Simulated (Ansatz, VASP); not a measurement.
# Os: VASP beside Ansatz

Contents of POSCAR:

```
Os
1.0
    0.0000000000      1.9450000000      1.9450000000
    2.0471125000      0.0000000000      1.9450000000
    2.0471125000      1.9450000000      0.0000000000
Os
1
Direct
    0.0000000000      0.0000000000      0.0000000000
```

INCAR.step1

```
SYSTEM = Os
  PREC = Accurate
  ENCUT = 520
  ISMEAR = 0
  SIGMA = 0.15
  LREAL = .False.
  LASPH = .True.
  NELM = 60
  NBANDS = 10
  GGA = PE
  ALGO = Normal
  EDIFF = 1E-4
  LWAVE = .True.
  LCHARG = .False.
```

Contents of INCAR.step2:

```
SYSTEM = Os
  PREC = Accurate
  ENCUT = 520
  EDIFF = 1E-6
  ISMEAR = 0
  SIGMA = 0.15
  LREAL = .False.
  LASPH = .True.
  NELM = 60
  ALGO = Normal
  ISIF = 2
  LWAVE = .False.
  LCHARG = .False.
  METAGGA = R2SCAN
  LMIXTAU = .True.
  NBANDS = 10
  ISTART = 1
```

The input KPOINTS:

```
Automatic mesh
0
Gamma
  20 20 20
  0 0 0
```

Input for Ansatz:

```yaml
crystal:
  lattice:
    - [0.0, 1.945, 1.945]
    - [2.0471125, 0.0, 1.945]
    - [2.0471125, 1.945, 0.0]
  atoms:
    - { symbol: Os, position: [0.0, 0.0, 0.0] }
basis:
  ecutwfc: 500
kpoints:
  mp_grid: { grid: [20, 20, 20] }
hamiltonian:
  xc: r2scan
scf:
  occupations: { method: gaussian, width: 0.15 }
output:
  forces: true
  stress: true
  eigenvalues: true
```

Change from the starting cell: strain +0.0525 x Voigt [1, 0, 0, 0, 0, 0], atoms carried along.

Alike in both runs: task single point; functional r2SCAN; k mesh 20 × 20 × 20; occupations gaussian, width 0.15 eV; no spin polarisation.

|  | VASP | Ansatz |
| --- | --- | --- |
| version | VASP 6.6.1 | Ansatz 0.2.0 |
| potentials or method | VASP PAW PBE potentials, release 64 (Os), cutoff 520 eV | scalar-relativistic, plane waves, PAW |
| valence electrons in the cell | 8 | 16 |

Ansatz gave:

```
gap on the k mesh at the Fermi level (eV)                     : none
pressure (GPa)                                                : -31.6
traceless stress, the component that is largest in VASP (GPa) : -9.58
```

Question: Which values does VASP return?

Answer: gap on the k mesh at the Fermi level (eV): none; pressure (GPa): -31.3; traceless stress, the component that is largest in VASP (GPa): -9.50.

VASP's potentials were made for PBE, not for r2SCAN. A gap of «none» marks a metal or a gap that the smearing closes. Both programs put the cell under strong tension, so it lies far from rest at this level. VASP's potentials hold 8 valence electrons a cell and Ansatz's 16, so a difference there can come from the potentials and not from the codes.

Neither program's run includes spin-orbit coupling. Noted on VASP's run: the cell as given lies far from equilibrium.
